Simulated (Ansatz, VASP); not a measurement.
# Bi in VASP and in Ansatz

```
Bi
1.0
     4.01300    0.00000    0.00000
    -2.00650    3.47536    0.00000
     0.00000    0.00000   28.00000
Bi
2
Direct
  0.33333 0.66667 0.52625
  0.66667 0.33333 0.47375
```

Alike in both runs: task single point; functional LDA; k mesh 9 × 9 × 1; occupations gaussian, width 0.02 eV; no spin polarisation.

|  | VASP | Ansatz |
| --- | --- | --- |
| version | VASP 6.6.1 | Ansatz 0.2.0 |
| potentials or method | VASP PAW LDA potentials, release 64 (Bi_d), cutoff 520 eV | scalar-relativistic, plane waves, PAW |
| valence electrons in the cell | 30 | 30 |

|  | VASP | Ansatz | Ansatz less VASP |
| --- | --- | --- | --- |
| gap on the k mesh at the Fermi level (eV) | 0.82 | 0.82 | -0.005 |
| least direct gap on the mesh (eV) | 0.82 | 0.82 | -0.005 |
| rms of the force components (eV/Å) | 2.162 | 2.110 | -0.0521 |

LDA's correlation is that of Perdew and Zunger in VASP and of Perdew and Wang (1992) in Ansatz. Atom by atom the forces differ by 0.052 eV/Å (rms over components).

Neither program's run includes spin-orbit coupling.
